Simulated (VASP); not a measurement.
Wanted: the native input for a VASP 6.6.1 run.

```yaml
Task: single point
Functional: PBE
Dispersion: D3(BJ)
Potentials_or_basis: VASP PAW PBE potentials, release 64 (As, In_d)
Cutoff: 520 eV
k_mesh: 9 × 9 × 1
Occupations: gaussian, width 0.1 eV
Spin: no spin polarisation
Dipole_correction: yes
Further_INCAR_settings: ALGO = Normal; EDIFF = 1e-06; NBANDS = 26
```

The structure of InAs lies in POSCAR:

```
InAs
1.0
    4.3220706682      0.0000000000      0.0000000000
   -2.1610353341      3.7430229956      0.0000000000
    0.0000000000      0.0000000000     18.4111949039
As In
2 2
Direct
    0.0000000000      0.0000000000      0.3802034597
    0.3333333333      0.6666666667      0.5829440533
    0.3333333333      0.6666666667      0.4281220758
    0.6666666667      0.3333333333      0.6212900760
```

The input as run:

INCAR

```
SYSTEM = InAs
ALGO = Normal ; DIPOL = 0.5 0.5 0.503
EDIFF = 1E-6 ; ENCUT = 520
GGA = PE ; IDIPOL = 3
ISIF = 2 ; ISMEAR = 0
IVDW = 12 ; LASPH = .True.
LCHARG = .True. ; LDIPOL = .True.
LELF = .True. ; LREAL = .False.
LVACPOTAV = .True. ; LVHAR = .True.
LWAVE = .False. ; NBANDS = 26
NELM = 80 ; PREC = Accurate
SIGMA = 0.1
```

KPOINTS

```
k-points
0
Gamma
  9 9 1
  0 0 0
```

Potentials or basis: VASP PAW PBE potentials, release 64 (As, In_d).

Command:

```console
$ cat potpaw_PBE.64/As/POTCAR potpaw_PBE.64/In_d/POTCAR > POTCAR
$ mpirun -np 1 vasp_std > vasp.out
```

It gave:

```json
{
 "Largest force": "0.371 eV/Å",
 "Band gap on the k mesh": "zero (filled and empty bands touch)",
 "Dispersion energy per atom": "-0.208 eV"
}
```

Caveat: spin-orbit coupling is left out, which moves the levels of the heavy elements.

It took 100 s on 1 thread of Intel(R) Xeon(R) Platinum 8488C (Sapphire Rapids), with other jobs on the host, peak memory 0.41 GiB.
